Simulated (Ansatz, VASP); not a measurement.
## One calculation of Zn, two programs

```
Zn
1.0
     2.63543    0.00000    0.00000
    -1.31771    2.28235    0.00000
     0.00000    0.00000    4.66500
Zn
2
Direct
  0.33333 0.66667 0.25000
  0.66667 0.33333 0.75000
```

Alike in both runs: functional PBEsol; k mesh 20 × 20 × 10; occupations fermi-dirac, width 0.1 eV; no spin polarisation.

Ansatz relaxed the structure, and its values are those at the end. VASP's run is a single point on that final structure, the one shown.

```csv
,VASP,Ansatz
version,VASP 6.6.1,Ansatz 0.2.0
potentials or method,"VASP PAW PBE potentials, release 64 (Zn)","PAW with Ansatz's default frozen-core files, scalar-relativistic"
plane-wave cutoff (eV),520,420
valence electrons in the cell,24,24
```

VASP gave:

| Property | Result |
| --- | --- |
| pressure (GPa) | 0.5 |

Q: What did Ansatz give for the same quantities?

A: Pressure (GPa): 0.0.

VASP's potentials were made for PBE, not for PBEsol.
